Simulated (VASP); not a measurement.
Ca: relaxation of cell and atoms with PBE

The system is Ca.

```
Ca
1.0
     3.57124    0.00000    0.00000
     0.00000    3.57124    0.00000
     0.00000    0.00000    3.57124
Ca
1
Direct
  0.00000 0.00000 0.00000
```

This isn't the form of Ca at room conditions, which is fcc.

```
Program                : VASP 6.6.1
Task                   : relaxation of cell and atoms
Functional             : PBE
Potentials or basis    : VASP PAW PBE potentials, release 64 (Ca_sv)
Cutoff                 : 600 eV
k mesh                 : 12 × 12 × 12
Occupations            : fermi-dirac, width 0.1 eV
Spin                   : no spin polarisation
Dipole correction      : no
Further INCAR settings : ALGO = Normal; EDIFF = 1e-06; IBRION = 2; EDIFFG = -0.005; NSW = 60; ISIF = 3
```

The relaxed volume is 43.87 Å³/atom. The relaxed cell is a = 3.527 Å, b = 3.527 Å, c = 3.527 Å, α = 90.00°, β = 90.00°, γ = 90.00°. The space group after relaxing (to 0.1 Å) is Pm-3m (No. 221) and the energy gained by relaxing is 2.0 meV/atom. The ionic steps are 3, the pressure after relaxing is 0.0 GPa and the band gap on the k mesh is zero (bands 5 and 6 overlap by 1.20 eV).

The path:
```tsv
step	energy change (eV)	largest force (eV/Å)	pressure (GPa)	volume (Å³)
1	0.0000	0.0000	-0.37	45.55
2	-0.0013	0.0000	-0.23	44.85
3	-0.0020	0.0000	-0.01	43.87
```

Final structure:
```xyz
1
Lattice="3.5268 0.0000 0.0000 0.0000 3.5268 0.0000 0.0000 0.0000 3.5268" Properties=species:S:1:pos:R:3 pbc="T T T"
Ca    0.0000    0.0000    0.0000
```

Levels at points of the mesh, in eV from the Fermi level:
| k point | band 2 | band 3 | band 4 | band 5 | band 6 | band 7 | band 8 | band 9 |
| --- | --- | --- | --- | --- | --- | --- | --- | --- |
| (0.00, 0.00, 0.00) | -23.14 | -23.14 | -23.14 | -3.84 | 0.82 | 0.82 | 4.02 | 4.02 |
| (0.50, 0.00, 0.00) | -23.34 | -23.12 | -23.12 | -1.21 | -0.52 | 1.31 | 2.82 | 2.82 |
| (0.50, 0.50, 0.00) | -23.32 | -23.32 | -23.11 | -0.36 | 0.88 | 2.29 | 2.29 | 3.11 |
| (0.50, 0.50, 0.50) | -23.29 | -23.29 | -23.29 | 0.68 | 0.68 | 0.68 | 4.76 | 4.76 |

Run time: 2.1 min on 1 thread of Intel Xeon 8259CL (shared host), peak memory 0.21 GiB.
